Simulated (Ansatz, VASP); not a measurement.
**MgO in VASP and in Ansatz**

The input INCAR:

```
SYSTEM = MgO
PREC     = Accurate       ! precision mode
ENCUT    = 520            ! plane-wave cutoff, eV
EDIFF    = 1E-6           ! SCF threshold, eV
ISMEAR   = 0              ! smearing method
SIGMA    = 0.01           ! smearing width, eV
LREAL    = .FALSE.        ! projectors in reciprocal space
LASPH    = .TRUE.         ! aspherical terms in the spheres
NELM     = 60             ! most SCF steps
ALGO     = Normal         ! electronic algorithm
ISIF     = 2              ! what is computed and relaxed
LWAVE    = .FALSE.        ! write WAVECAR
LCHARG   = .FALSE.        ! write CHGCAR
GGA      = PE             ! functional
NBANDS   = 11             ! bands
```

File KPOINTS:

```
Automatic mesh
0
G
  8 8 8
  0 0 0
```

File POSCAR:

```
MgO
1.0
    0.0000000000      2.1477628882      2.1477628882
    2.1477628882      0.0000000000      2.1477628882
    2.1477628882      2.1477628882      0.0000000000
Mg O
1 1
Direct
    0.0000000000      0.0000000000      0.0000000000
    0.5000000000      0.5000000000      0.5000000000
```

Input for Ansatz:

```yaml
crystal:
  lattice:
    - [0.0, 2.1477628882, 2.1477628882]
    - [2.1477628882, 0.0, 2.1477628882]
    - [2.1477628882, 2.1477628882, 0.0]
  atoms:
    - { symbol: Mg, position: [0.0, 0.0, 0.0] }
    - { symbol: O, position: [0.5, 0.5, 0.5] }
kpoints:
  mp_grid: { grid: [8, 8, 8] }
hamiltonian:
  xc: pbe
scf:
  occupations: { method: fixed }
  n_extra_bands: 4
output:
  forces: true
  stress: true
  eigenvalues: true
```

Alike in both runs: task single point; functional PBE; k mesh 8 × 8 × 8; no spin polarisation.

|  | VASP | Ansatz |
| --- | --- | --- |
| version | VASP 6.6.1 | Ansatz 0.2.0 |
| potentials or method | VASP PAW PBE potentials, release 64 (Mg, O) | plane waves, PAW |
| plane-wave cutoff (eV) | 520 | 420 |
| occupations | gaussian, width 0.01 eV | fixed |
| valence electrons in the cell | 8 | 16 |

Ansatz gave:

- gap on the k mesh at the Fermi level (eV): 4.19
- pressure (GPa): -4.1

Question: Which values does VASP return?

Answer: gap on the k mesh at the Fermi level (eV): 4.17; pressure (GPa): -4.9.

VASP's potentials hold 8 valence electrons a cell and Ansatz's 16, so a difference there can come from the potentials and not from the codes.
